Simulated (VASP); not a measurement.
# Al (a cell with a defect) in VASP: single point with LDA

Aim: the single point of Al (a cell with a defect) with LDA.

Program: VASP 6.6.1. These are calculated values, not measurements. Logs are shortened: lines on timing, memory, paths and dates and some standing lists are left out, and cuts for length are marked.

### Step 1. The cell of the first run

The cell holds a defect, 33 atoms: a = 8.100 Å, b = 8.100 Å, c = 8.100 Å, α = 90.00°, β = 90.00°, γ = 90.00°.

### Step 2. Single point, LDA

INCAR reads:

```
SYSTEM = Al
PREC = Accurate
ENCUT = 520
EDIFF = 1E-7
ISMEAR = 0
SIGMA = 0.1
LREAL = Auto
LASPH = .TRUE.
NELM = 60
ALGO = Normal
ISIF = 2
LWAVE = .FALSE.
LCHARG = .FALSE.
NBANDS = 72
```

KPOINTS reads:

```
regular mesh
0
G
  2 2 2
  0 0 0
```

POSCAR reads:

```
Al
1.0
    8.1000000000      0.0000000000      0.0000000000
    0.0000000000      8.1000000000      0.0000000000
    0.0000000000      0.0000000000      8.1000000000
Al
33
Direct
    0.4937954321     -0.0130458025      0.0142329630
    0.7386674074      0.2499855556     -0.0066653086
    0.7578577778      0.0353077778      0.2516948148
   -0.0062493827      0.0052893827     -0.0040455556
    0.2492711111      0.2499923457     -0.0070220988
    0.4938012346      0.5130112346      0.0142254321
    0.7576679012      0.7499633333     -0.0347385185
    0.2303095062      0.0362497531      0.2513161728
    0.4940870370      0.2499700000      0.2512585185
    0.7578161728      0.4646617284      0.2516779012
    0.4935922222     -0.0127835802      0.4884092593
    0.7385851852      0.2499917284      0.5094834568
    0.7386300000      0.0081343210      0.7510696296
   -0.0062348148      0.4946696296     -0.0040074074
    0.2303617284      0.7499740741     -0.0347029630
   -0.0062897531      0.2499727160      0.2512269136
    0.2303362963      0.4636737037      0.2513243210
    0.6409830864      0.7499911111      0.2504069136
   -0.0060744444      0.0054144444      0.5067079012
    0.2492787654      0.2499682716      0.5097627160
    0.4936155556      0.5127270370      0.4884127160
    0.7577943210      0.7499737037      0.5360622222
    0.2492361728      0.0083354321      0.7514522222
    0.4938934568      0.2500035802      0.7514086420
    0.7386017284      0.4918250617      0.7510854321
   -0.0069585185      0.7500720988      0.2512495062
   -0.0060688889      0.4945429630      0.5066874074
    0.2300428395      0.7499706173      0.5377300000
   -0.0059616049      0.2499670370      0.7513940741
    0.2492633333      0.4916356790      0.7514698765
    0.4939222222      0.7499538272      0.7510543210
   -0.0063111111      0.7499361728      0.7512358025
    0.3446155556      0.7499593827      0.2517886420
```

Potentials or basis: VASP PAW LDA potentials, release 64 (Al).

Run with:

```console
> cat potpaw_LDA.64/Al/POTCAR > POTCAR
> mpirun -np 1 vasp_std > vasp.out
```

OUTCAR:

```text
SYSTEM = Al
   PREC = Accurate
   ENCUT = 520
   EDIFF = 1E-7
   ISMEAR = 0
   LREAL = Auto
   LASPH = .TRUE.
   NELM = 60
   ISIF = 2

 ion  position               nearest neighbor table
   1  0.494  0.987  0.014-   9 2.87  31 2.87  15 2.90   8 2.90   7 2.90   3 2.90  23 2.91   5 2.91
                             2 2.92  13 2.92  18 2.96  33 2.97  24 3.01
   2  0.739  0.250  0.993-  10 2.73   3 2.73  25 2.77  13 2.77  24 2.79  29 2.85   4 2.86  14 2.86
                             9 2.88   6 2.92   1 2.92  16 2.94
   3  0.758  0.035  0.252-  18 2.50  16 2.58  12 2.72   2 2.73   9 2.75  19 2.83   4 2.83  11 2.90
                             1 2.90  26 2.99  22 3.26   7 3.27
   4  0.994  0.005  0.996-  29 2.80   7 2.83   3 2.83  15 2.83   8 2.83   2 2.86  16 2.86  13 2.86
                            23 2.86  32 2.86   5 2.87  26 2.92
   5  0.249  0.250  0.993-  17 2.72   8 2.72  30 2.77  23 2.77  24 2.78  29 2.85  14 2.87   4 2.87
                             9 2.88   6 2.91   1 2.91  16 2.94
   6  0.494  0.513  0.014-   9 2.87  31 2.87  15 2.90  17 2.90   7 2.90  10 2.90  30 2.91   5 2.91
                             2 2.92  25 2.92  18 2.96  33 2.97  24 3.01
   7  0.758  0.750  0.965-  18 2.50  32 2.58  25 2.72  13 2.72  31 2.75  14 2.83   4 2.83   6 2.90
                             1 2.90  26 3.00  10 3.27   3 3.27
   8  0.230  0.036  0.251-  33 2.50  16 2.58   5 2.72  20 2.72   9 2.75  19 2.83   4 2.83  11 2.90
                             1 2.90  26 3.01  15 3.28  28 3.28
   9  0.494  0.250  0.251-  17 2.75   8 2.75  10 2.75   3 2.75  11 2.87  21 2.87   1 2.87   6 2.87
[... 19 lines left out ...]
  19  0.994  0.005  0.507-  29 2.80   3 2.83  22 2.83  28 2.83   8 2.83  13 2.86  20 2.86  12 2.86
                            32 2.86  16 2.86  23 2.86  26 2.93
  20  0.249  0.250  0.510-  17 2.72   8 2.72  23 2.77  30 2.77  24 2.79  29 2.85  19 2.86  27 2.86
                             9 2.88  11 2.91  21 2.91  16 2.94
  21  0.494  0.513  0.488-  31 2.87   9 2.87  17 2.90  10 2.90  28 2.90  22 2.90  20 2.91  30 2.91
                            25 2.91  12 2.91  33 2.97  18 2.97  24 3.01
  22  0.758  0.750  0.536-  18 2.50  32 2.59  13 2.73  25 2.73  31 2.76  27 2.83  19 2.83  21 2.90
                            11 2.90  26 2.99  10 3.26   3 3.26
  23  0.249  0.008  0.751-  28 2.72  15 2.72   5 2.77  20 2.77  24 2.79  29 2.85   4 2.86  19 2.86
                            31 2.88   1 2.91  11 2.91  32 2.94
  24  0.494  0.250  0.751-   5 2.78  20 2.79  30 2.79  23 2.79  25 2.79  13 2.79  12 2.79   2 2.79
                            21 3.01  11 3.01   6 3.01   1 3.01
  25  0.739  0.492  0.751-   7 2.72  22 2.73  12 2.77   2 2.77  24 2.79  29 2.85  27 2.86  14 2.86
                            31 2.88  21 2.91   6 2.92  32 2.94
  26  0.993  0.750  0.251-  33 2.85  18 2.85   4 2.92  14 2.92  19 2.93  27 2.93  22 2.99   3 2.99
                            10 3.00   7 3.00  15 3.01   8 3.01  28 3.01  17 3.01
  27  0.994  0.495  0.507-  29 2.80  10 2.83  22 2.83  28 2.83  17 2.83  25 2.86  12 2.86  20 2.86
                            32 2.86  16 2.86  30 2.87  26 2.93
  28  0.230  0.750  0.538-  33 2.50  32 2.58  30 2.72  23 2.72  31 2.75  27 2.83  19 2.83  11 2.90
                            21 2.90  26 3.01   8 3.28  17 3.28
  29  0.994  0.250  0.751-   4 2.80  19 2.80  27 2.80  14 2.80   5 2.85  23 2.85  20 2.85  30 2.85
                            13 2.85  25 2.85   2 2.85  12 2.85
  30  0.249  0.492  0.751-  28 2.72  15 2.72   5 2.77  20 2.77  24 2.79  29 2.85  14 2.86  27 2.87
                            31 2.88   6 2.91  21 2.91  32 2.94
  31  0.494  0.750  0.751-  28 2.75  15 2.75   7 2.75  22 2.76  21 2.87  11 2.87   6 2.87   1 2.87
[... 211 lines left out ...]
   GGA     = CA    functional components
   LHFCALC =     F    Hartree Fock is set to
   AEXX    =    0.0000 exact exchange contribution
   IVDW    =     0    specifies the selected vdW correction
   LEPSILON=     F    determine dielectric tensor
   LRPA    =     F    only Hartree local field effects (RPA)
 non-spin polarized calculation
 Gauss-broadening in eV      SIGMA  =   0.10
  energy-cutoff  :      520.00
  volume of cell :      531.44
 maximum number of plane-waves:     14400
   NGX = 31   NGY = 31   NGZ = 31

 number of electron      99.0000000 magnetization

 Free energy of the ion-electron system (eV)
  ---------------------------------------------------
  ext. energy  EPLUGINS =         0.00000000
  ---------------------------------------------------
  free energy    TOTEN  =      -136.46292606 eV

  energy without entropy =     -136.39203657  energy(sigma->0) =     -136.42748132

 E-fermi :   7.6985     XC(G=0): -10.4216

 val. band max:        7.6733799996   @ k =   0.0000   0.5000   0.0000
 cond. band min:       7.7002109106   @ k =   0.0000   0.0000   0.5000
 fundamental gap:      0.0268309110
 Fermi energy:         7.6984637859

 k-point     1 :       0.0000    0.0000    0.0000
  band No.  band energies     occupation
      1      -3.2524      2.00000
      2      -1.2674      2.00000
      3      -1.1548      2.00000
      4      -1.0895      2.00000
      5      -0.8822      2.00000
      6      -0.8819      2.00000
[... 501 lines left out ...]
     60      10.9077      0.00000
     61      10.9079      0.00000
 [bands above 61 left out]

------------------------ aborting loop because EDIFF is reached ----------------------------------------

  FORCE on cell =-STRESS in cart. coord.  units (eV):
  Direction    XX          YY          ZZ          XY          YZ          ZX
  --------------------------------------------------------------------------------------
  -------------------------------------------------------------------------------------
  Total        4.5788692      3.2268796      3.2220731      0.0017046     -0.0001270     -0.0573773
  in kB       13.8042802      9.7283298      9.7138392      0.0051389     -0.0003829     -0.1729800
  external PRESSURE =      11.0821497 kB  Pullay stress =       0.0000000 kB

 VOLUME and BASIS-vectors are now :
 -----------------------------------------------------------------------------
  energy-cutoff  :      520.00
  volume of cell :      531.44
      direct lattice vectors                 reciprocal lattice vectors
     8.100000000  0.000000000  0.000000000     0.123456790  0.000000000  0.000000000
     0.000000000  8.100000000  0.000000000     0.000000000  0.123456790  0.000000000
     0.000000000  0.000000000  8.100000000     0.000000000  0.000000000  0.123456790

 POSITION                                       TOTAL-FORCE (eV/Angst)
 -----------------------------------------------------------------------------------
      3.99974      7.99433      0.11529         0.000599      0.001952      0.001115
      5.98321      2.02488      8.04601        -0.005161     -0.000280      0.002891
      6.13865      0.28599      2.03873         0.000304     -0.004672     -0.004467
      8.04938      0.04284      8.06723         0.000536     -0.002484      0.003439
      2.01910      2.02494      8.04312         0.004323     -0.000707     -0.001992
      3.99979      4.15539      0.11523         0.000193     -0.002690      0.001896
[... 25 lines left out ...]
      8.04888      6.07448      6.08501        -0.005642      0.000731     -0.000322
      2.79139      6.07467      2.03949        -0.006002      0.000785     -0.006028
 -----------------------------------------------------------------------------------
    total drift:                               -0.002345      0.001247     -0.014541

  FREE ENERGIE OF THE ION-ELECTRON SYSTEM (eV)
  ---------------------------------------------------
  free  energy   TOTEN  =      -136.4629260564 eV

  energy  without entropy=     -136.3920365742  energy(sigma->0) =     -136.42748132
```

OSZICAR:

```text
N       E                     dE             d eps       ncg     rms          rms(c)
DAV:   1     0.127519482772E+03    0.12752E+03   -0.34652E+04  1152   0.110E+03
DAV:   2    -0.123557274677E+03   -0.25108E+03   -0.23593E+03  1360   0.147E+02
DAV:   3    -0.137512440471E+03   -0.13955E+02   -0.13360E+02  1448   0.276E+01
DAV:   4    -0.137785484090E+03   -0.27304E+00   -0.27081E+00  1384   0.402E+00
DAV:   5    -0.137788774510E+03   -0.32904E-02   -0.32880E-02  1368   0.485E-01    0.844E+00
DAV:   6    -0.136855660308E+03    0.93311E+00   -0.87467E-01  1344   0.219E+00    0.483E+00
DAV:   7    -0.136510099740E+03    0.34556E+00   -0.42782E-01  1312   0.156E+00    0.120E+00
DAV:   8    -0.136470823069E+03    0.39277E-01   -0.57130E-02  1336   0.654E-01    0.586E-01
DAV:   9    -0.136464209887E+03    0.66132E-02   -0.10881E-02  1320   0.263E-01    0.436E-01
DAV:  10    -0.136463066803E+03    0.11431E-02   -0.11148E-03  1384   0.882E-02    0.133E-01
DAV:  11    -0.136462930976E+03    0.13583E-03   -0.14537E-04  1328   0.321E-02    0.346E-02
DAV:  12    -0.136462926434E+03    0.45418E-05   -0.19017E-05  1360   0.115E-02    0.213E-02
DAV:  13    -0.136462926091E+03    0.34338E-06   -0.25856E-06  1336   0.415E-03    0.452E-03
DAV:  14    -0.136462926056E+03    0.34497E-07   -0.29086E-07  1168   0.150E-03
   1 F= -.13646293E+03 E0= -.13642748E+03  d E =-.708895E-01
```

Run time: 8 min. Hardware: 1 thread of Intel Xeon 6975P-C, shared host; peak memory 0.46 GiB.

What came out:

```
Free energy   : -136.4629 eV
Pressure      : 1.1 GPa
Largest force : 0.017 eV/Å
```

Forces on the atoms (eV/Å):
```
Al   0.001  0.002  0.001
Al  -0.005  0.000  0.003
Al   0.000 -0.005 -0.004
Al   0.001 -0.002  0.003
Al   0.004 -0.001 -0.002
Al   0.000 -0.003  0.002
Al   0.004  0.001  0.009
Al   0.003 -0.001 -0.002
Al   0.003  0.000 -0.001
Al   0.003  0.004 -0.004
Al   0.002 -0.006  0.000
Al  -0.005  0.000  0.001
Al  -0.005 -0.003  0.002
Al   0.000  0.002  0.003
Al   0.000  0.001 -0.002
Al  -0.004  0.001  0.000
Al   0.001  0.001 -0.002
Al  -0.011  0.001  0.014
Al   0.001 -0.004 -0.002
Al   0.004  0.001 -0.002
Al   0.001  0.005  0.000
Al   0.002  0.000 -0.002
Al   0.005 -0.001 -0.002
Al   0.001 -0.002  0.000
Al  -0.003  0.003  0.002
Al  -0.004 -0.002  0.000
Al   0.001  0.003 -0.002
Al   0.006  0.000 -0.002
Al  -0.002  0.002  0.000
Al   0.003 -0.001 -0.003
Al   0.004  0.001  0.000
Al  -0.006  0.001  0.000
Al  -0.006  0.001 -0.006
```

Stress tensor (GPa, compression positive):
```
 1.38  0.00 -0.02
 0.00  0.97  0.00
-0.02  0.00  0.97
```

Caveat: the k points lie up to 0.39 Å⁻¹ apart.
